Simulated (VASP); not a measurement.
# Li (P1) in VASP: notebook

Li is run at these levels: LDA; tasks: single point.

All numbers are computed with VASP 6.6.1; they aren't measurements. Logs are shortened: lines on timing, memory, paths and dates and some standing lists are left out, and cuts for length are marked.

### Step 1. The cell of the first run

The typed cell holds 3 atoms: a = 4.949 Å, b = 4.949 Å, c = 2.889 Å, α = 90.00°, β = 90.00°, γ = 120.00°.

### Step 2. Single point, LDA

Input file INCAR:

```
SYSTEM = Li
  PREC = Accurate
  ENCUT = 520
  EDIFF = 1E-7
  ISMEAR = -1
  SIGMA = 0.1
  LREAL = .FALSE.
  LASPH = .TRUE.
  NELM = 100
  ALGO = Normal
  ISIF = 2
  LWAVE = .FALSE.
  LCHARG = .FALSE.
  NBANDS = 12
```

Input file KPOINTS:

```
Automatic mesh
0
G
  5 5 7
  0 0 0
```

Input file POSCAR:

```
Li
1.0
    4.9488700000      0.0000000000      0.0000000000
   -2.4744300000      4.2858400000      0.0000000000
    0.0000000000      0.0000000000      2.8888400000
Li
3
Direct
    0.0343400000      0.0302900000      0.9506100000
    0.6519400000      0.2961800000      0.5131800000
    0.3400500000      0.6653300000      0.5448200000
```

Potentials or basis: VASP PAW LDA potentials, release 64 (Li_sv).

Launch:

```sh
> cat potpaw_LDA.64/Li_sv/POTCAR > POTCAR
> mpirun -np 1 vasp_std > vasp.out
```

OUTCAR:

```text
SYSTEM = Li
   PREC = Accurate
   ENCUT = 520
   EDIFF = 1E-7
   ISMEAR = -1
   LREAL = .FALSE.
   LASPH = .TRUE.
   NELM = 100
   ISIF = 2

 ion  position               nearest neighbor table
   1  0.034  0.030  0.951-
   2  0.652  0.296  0.513-
   3  0.340  0.665  0.545-

  LATTYP: Found a hexagonal cell.
 ALAT       =     4.9488700000
 C/A-ratio  =     0.5837372976

  Lattice vectors:

 A1 = (   4.9488700000,   0.0000000000,   0.0000000000)
 A2 = (  -2.4744300000,   4.2858400000,   0.0000000000)
 A3 = (   0.0000000000,   0.0000000000,   2.8888400000)

Analysis of symmetry for initial positions (statically):
=====================================================================
 Subroutine PRICEL returns:
 Original cell was already a primitive cell.

 Routine SETGRP: Setting up the symmetry group for a
 hexagonal supercell.

 Subroutine GETGRP returns: Found  1 space group operations
 (whereof  1 operations were pure point group operations)
 out of a pool of 24 trial point group operations.

The static configuration has the point symmetry C_1 .

Analysis of symmetry for dynamics (positions and initial velocities):
=====================================================================
 Subroutine PRICEL returns:
 Original cell was already a primitive cell.

 Routine SETGRP: Setting up the symmetry group for a
 hexagonal supercell.

 Subroutine GETGRP returns: Found  1 space group operations
 (whereof  1 operations were pure point group operations)
 out of a pool of 24 trial point group operations.

The dynamic configuration has the point symmetry C_1 .

 Subroutine INISYM returns: Found  1 space group operations
 (whereof  1 operations are pure point group operations),
 and found     1 'primitive' translations

----------------------------------------------------------------------------------------

                                     Primitive cell

  volume of cell :      61.2725

  direct lattice vectors                    reciprocal lattice vectors
     4.948870000  0.000000000  0.000000000     0.202066330  0.116663009  0.000000000
    -2.474430000  4.285840000  0.000000000     0.000000000  0.233326489  0.000000000
     0.000000000  0.000000000  2.888840000     0.000000000  0.000000000  0.346159704

  length of vectors
     4.948870000  4.948861317  2.888840000     0.233326080  0.233326489  0.346159704

  position of ions in fractional coordinates (direct lattice)
     0.034340000  0.030290000  0.950610000
     0.651940000  0.296180000  0.513180000
     0.340050000  0.665330000  0.544820000

  ion indices of the primitive-cell ions
   primitive index   ion index
                 1           1
                 2           2
                 3           3

----------------------------------------------------------------------------------------

 KPOINTS: Automatic mesh

Automatic generation of k-mesh.
 Grid dimensions read from file:
 generate k-points for:    5    5    7

 Generating k-lattice:

  Cartesian coordinates                     Fractional coordinates (reciprocal lattice)
     0.040413266  0.023332602  0.000000000     0.200000000  0.000000000  0.000000000
     0.000000000  0.046665298  0.000000000     0.000000000  0.200000000  0.000000000
     0.000000000  0.000000000  0.049451386     0.000000000  0.000000000  0.142857143

  Length of vectors
     0.046665216  0.046665298  0.049451386

  Shift w.r.t. Gamma in fractional coordinates (k-lattice)
     0.000000000  0.000000000  0.000000000

 Subroutine IBZKPT returns following result:
 ===========================================

 Found     88 irreducible k-points:

 Following reciprocal coordinates:
            Coordinates               Weight
  0.000000  0.000000  0.000000      1.000000
  0.200000  0.000000  0.000000      2.000000
  0.000000  0.200000  0.000000      2.000000
 -0.200000  0.200000  0.000000      2.000000
  0.400000  0.000000  0.000000      2.000000
  0.000000  0.400000  0.000000      2.000000
[... 16 lines left out ...]
 -0.400000  0.400000  0.142857      2.000000
 -0.400000 -0.000000  0.142857      2.000000
 [... further k-points ...]
   k-points           NKPTS =     88   k-points in BZ     NKDIM =     88   number of bands    NBANDS=     12
   number of dos      NEDOS =    301   number of ions     NIONS =      3
   total plane-waves  NPLWV =  38400
   dimension x,y,z NGX =    40 NGY =   40 NGZ =   24
   dimension x,y,z NGXF=    80 NGYF=   80 NGZF=   48
   ions per type =               3
   NGX,Y,Z   is equivalent  to a cutoff of  13.44, 13.44, 13.81 a.u.
   NGXF,Y,Z  is equivalent  to a cutoff of  26.87, 26.87, 27.62 a.u.
 SYSTEM =  Li
   PREC   = accura    normal or accurate (medium, high low for compatibility)
   ISTART =      0    job   : 0-new  1-cont  2-samecut
   ICHARG =      2    charge: 1-file 2-atom 10-const
   ISPIN  =      1    spin polarized calculation?
   LNONCOLLINEAR =      F non collinear calculations
   LSORBIT =      F    spin-orbit coupling
   LASPH  =      T    aspherical Exc in radial PAW
   ENCUT  =  520.0 eV  38.22 Ry    6.18 a.u.   9.20  9.20  5.37*2*pi/ulx,y,z
   NELM   =    100;   NELMIN=  2; NELMDL= -5     # of ELM steps
   EDIFF  = 0.1E-06   stopping-criterion for ELM
   LREAL  =      F    real-space projection
   EDIFFG = 0.1E-05   stopping-criterion for IOM
   NSW    =      0    number of steps for IOM
   IBRION =     -1    ionic relax: 0-MD 1-quasi-New 2-CG
   NFREE  =      0    steps in history (QN), initial steepest desc. (CG)
   ISIF   =      2    stress and relaxation
   ISYM   =      2    0-nonsym 1-usesym 2-fastsym
   POTIM  = 0.5000    time-step for ionic-motion
   TEBEG  =    0.0;   TEEND  =   0.0 temperature during run
   PSTRESS=    0.0 pullay stress
   NELECT =       9.0000    total number of electrons
   NUPDOWN=      -1.0000    fix difference up-down
   EMIN   =  10.00;   EMAX   =-10.00  energy-range for DOS
   EFERMI =   0.00;   METHOD = LEGACY
   ISMEAR =    -1;   SIGMA  =   0.10  broadening in eV -4-tet -1-fermi 0-gaus
   EFERMI_NEDOS =   21; number of points for ismear=-14 and -15
   IALGO  =     38    algorithm
   IMIX   =      4    mixing-type and parameters
     AMIX     =   0.40;   BMIX     =  1.00
     AMIX_MAG =   1.60;   BMIX_MAG =  1.00
  volume/ion in A,a.u.               =      20.42       137.83
  Fermi-wavevector in a.u.,A,eV,Ry     =   0.863775  1.632298 10.151400  0.746107
  Thomas-Fermi vector in A             =   1.981774
   LORBIT       =      0    0 simple, 1 ext, 2 COOP (PROOUT), +10 PAW based schemes
   GGA     = CA    functional components
   LHFCALC =     F    Hartree Fock is set to
   AEXX    =    0.0000 exact exchange contribution
   IVDW    =     0    specifies the selected vdW correction
   LEPSILON=     F    determine dielectric tensor
   LRPA    =     F    only Hartree local field effects (RPA)
 non-spin polarized calculation
  energy-cutoff  :      520.00
  volume of cell :       61.27
 maximum number of plane-waves:      1685
 NGX is ok and might be reduce to    40
   NGX = 19   NGY = 19   NGZ = 11

 number of electron       9.0000000 magnetization

 Free energy of the ion-electron system (eV)
  ---------------------------------------------------
  ext. energy  EPLUGINS =         0.00000000
  ---------------------------------------------------
  free energy    TOTEN  =        -6.07245568 eV

  energy without entropy =       -6.03103908  energy(sigma->0) =       -6.05174738

 E-fermi :   0.5075     XC(G=0):  -7.1183

 val. band max:        0.4602350043   @ k =  -0.2000  -0.2000   0.1429
 cond. band min:       0.5273178222   @ k =  -0.2000   0.4000   0.1429
 fundamental gap:      0.0670828179
 Fermi energy:         0.5074509032

 k-point     1 :       0.0000    0.0000    0.0000
  band No.  band energies     occupation
      1     -45.1341      2.00000
      2     -45.1082      2.00000
      3     -45.0145      2.00000
      4      -2.8996      2.00000
      5       2.3154      0.00000
      6       2.3968      0.00000
      7       2.9488      0.00000
      8       3.0562      0.00000
      9       6.3211      0.00000
     10       6.4963      0.00000
     11      10.7063      0.00000
     12      13.9212      0.00000

 k-point     2 :       0.2000    0.0000    0.0000
  band No.  band energies     occupation
      1     -45.1325      2.00000
      2     -45.1094      2.00000
      3     -45.0147      2.00000
      4      -2.6608      2.00000
      5       0.8406      0.06901
      6       1.4080      0.00025
      7       3.5259      0.00000
      8       4.7056      0.00000
      9       7.0820      0.00000
     10       7.5222      0.00000
     11      10.9780      0.00000
     12      13.0876      0.00000

 k-point     3 :       0.0000    0.2000    0.0000
  band No.  band energies     occupation
      1     -45.1319      2.00000
      2     -45.1102      2.00000
      3     -45.0146      2.00000
      4      -2.6603      2.00000
      5       0.8535      0.06089
      6       1.3669      0.00037
      7       3.6429      0.00000
      8       4.6213      0.00000
      9       7.0527      0.00000
     10       7.5322      0.00000
     11      10.9755      0.00000
     12      13.0794      0.00000

 k-point     4 :      -0.2000    0.2000    0.0000
  band No.  band energies     occupation
      1     -45.1324      2.00000
      2     -45.1096      2.00000
      3     -45.0147      2.00000
      4      -2.6611      2.00000
      5       0.8173      0.08635
      6       1.4642      0.00014
      7       3.4408      0.00000
      8       4.7547      0.00000
      9       7.1050      0.00000
     10       7.5062      0.00000
     11      10.9782      0.00000
     12      13.0594      0.00000

 k-point     5 :       0.4000    0.0000    0.0000
  band No.  band energies     occupation
      1     -45.1296      2.00000
      2     -45.1120      2.00000
      3     -45.0151      2.00000
      4      -1.9442      2.00000
      5      -0.7534      1.99999
      6       0.7481      0.16539
      7       3.6208      0.00000
      8       7.1357      0.00000
      9       8.5433      0.00000
     10       9.7944      0.00000
     11      10.3152      0.00000
     12      11.0463      0.00000
[... 228 lines left out ...]
      1     -45.1272      2.00000
      2     -45.1097      2.00000
      3     -45.0128      2.00000
      4      -1.6693      2.00000
      5      -0.4636      1.99988
      6       1.1049      0.00507
      7       3.7337      0.00000
      8       7.4378      0.00000
      9       8.1556      0.00000
     10       9.2510      0.00000
     11       9.7670      0.00000
     12      10.4568      0.00000

 k-point    22 :       0.0000    0.4000    0.1429
  band No.  band energies     occupation
      1     -45.1246      2.00000
      2     -45.1124      2.00000
      3     -45.0126      2.00000
      4      -1.6660      2.00000
      5      -0.4613      1.99988
      6       1.0869      0.00607
      7       3.7830      0.00000
      8       7.4521      0.00000
      9       8.1879      0.00000
     10       9.0101      0.00000
     11       9.5855      0.00000
     12      10.4582      0.00000

 k-point    23 :      -0.4000    0.4000    0.1429
  band No.  band energies     occupation
      1     -45.1267      2.00000
      2     -45.1101      2.00000
      3     -45.0128      2.00000
      4      -1.6700      2.00000
      5      -0.4688      1.99988
      6       1.1365      0.00370
      7       3.6828      0.00000
      8       7.4338      0.00000
      9       8.1522      0.00000
     10       9.3206      0.00000
     11       9.7976      0.00000
     12      10.4418      0.00000

 k-point    24 :      -0.4000   -0.0000    0.1429
  band No.  band energies     occupation
      1     -45.1272      2.00000
      2     -45.1097      2.00000
      3     -45.0128      2.00000
      4      -1.6678      2.00000
      5      -0.4664      1.99988
      6       1.1043      0.00510
      7       3.7446      0.00000
      8       7.4553      0.00000
      9       7.9792      0.00000
     10       9.4366      0.00000
     11       9.8810      0.00000
     12      10.4608      0.00000

 [... further k-points ...]

------------------------ aborting loop because EDIFF is reached ----------------------------------------

  FORCE on cell =-STRESS in cart. coord.  units (eV):
  Direction    XX          YY          ZZ          XY          YZ          ZX
  --------------------------------------------------------------------------------------
  -------------------------------------------------------------------------------------
  Total       -0.4455566     -0.2229230     -0.2932007      0.0078688     -0.0582837     -0.0196134
  in kB      -11.6505918     -5.8290785     -7.6667297      0.2057561     -1.5240247     -0.5128579
  external PRESSURE =      -8.3821333 kB  Pullay stress =       0.0000000 kB

 VOLUME and BASIS-vectors are now :
 -----------------------------------------------------------------------------
  energy-cutoff  :      520.00
  volume of cell :       61.27
      direct lattice vectors                 reciprocal lattice vectors
     4.948870000  0.000000000  0.000000000     0.202066330  0.116663009  0.000000000
    -2.474430000  4.285840000  0.000000000     0.000000000  0.233326489  0.000000000
     0.000000000  0.000000000  2.888840000     0.000000000  0.000000000  0.346159704

 POSITION                                       TOTAL-FORCE (eV/Angst)
 -----------------------------------------------------------------------------------
      0.09499      0.12982      2.74616        -0.091893     -0.225005      0.118639
      2.49349      1.26938      1.48249         0.075374      0.282388     -0.075514
      0.03655      2.85150      1.57390         0.016519     -0.057383     -0.043125
 -----------------------------------------------------------------------------------
    total drift:                               -0.000330      0.000260      0.000014

  FREE ENERGIE OF THE ION-ELECTRON SYSTEM (eV)
  ---------------------------------------------------
  free  energy   TOTEN  =        -6.0724556791 eV

  energy  without entropy=       -6.0310390791  energy(sigma->0) =       -6.05174738
```

Run time: 18 s. Hardware: 1 thread of Intel Xeon 6975P-C (Granite Rapids), shared host; peak memory 0.17 GiB.

Results:

| Property | Result |
| --- | --- |
| Free energy | -6.0725 eV |
| Largest force | 0.302 eV/Å |

Forces in eV/Å, atoms in the order of the input:
```
Li  -0.092 -0.225  0.119
Li   0.075  0.282 -0.076
Li   0.017 -0.057 -0.043
```

Levels at points of the mesh, in eV from the Fermi level:
```csv
k point,band 1,band 2,band 3,band 4,band 5,band 6,band 7,band 8
"(0.00, 0.00, 0.00)",-45.64,-45.62,-45.52,-3.41,1.81,1.89,2.44,2.55
```

Caveat: the cutoff is under 1.25 times the usual one of these potentials, so pressure, stress and relaxed cells hold a basis-set (Pulay) error.

### Step 3. Single point, LDA

Input file INCAR:

```
  PREC = Accurate
  ENCUT = 520
  EDIFF = 1E-6
  ISMEAR = -1
  SIGMA = 0.1
  LREAL = False
  LASPH = True
  NELM = 80
  ALGO = Normal
  ISIF = 2
  LWAVE = False
  LCHARG = False
  GGA = CA
  NBANDS = 12
```

Input file KPOINTS:

```
Automatic mesh
0
Gamma
  5 5 7
```

Edit POSCAR of step 2 so:

```diff
@@ -9,3 +9,3 @@
     0.0343400000      0.0302900000      0.9506100000
-    0.6519400000      0.2961800000      0.5131800000
+    0.6524066520      0.2971133060      0.5131800000
     0.3400500000      0.6653300000      0.5448200000
```

Potentials or basis: VASP PAW LDA potentials, release 64 (Li_sv).

Launch:

```sh
> cat potpaw_LDA.64/Li_sv/POTCAR > POTCAR
> mpirun -np 1 vasp_std > vasp.out
```

Wall time 18 s (1 thread of Intel Xeon 6975P-C (Granite Rapids), shared host); peak memory 0.17 GiB.

The run converged. Its results:

* Free energy: -6.0736 eV
* Largest force: 0.296 eV/Å

Forces in eV/Å, atoms in the order of the input:
```
Li  -0.092 -0.224  0.119
Li   0.075  0.277 -0.075
Li   0.017 -0.053 -0.043
```

Levels at points of the mesh, in eV from the Fermi level:
```tsv
k point	band 1	band 2	band 3	band 4	band 5	band 6	band 7	band 8
(0.00, 0.00, 0.00)	-45.64	-45.62	-45.52	-3.41	1.81	1.89	2.44	2.54
```

Caveat: the cutoff is under 1.25 times the usual one of these potentials, so pressure, stress and relaxed cells hold a basis-set (Pulay) error.
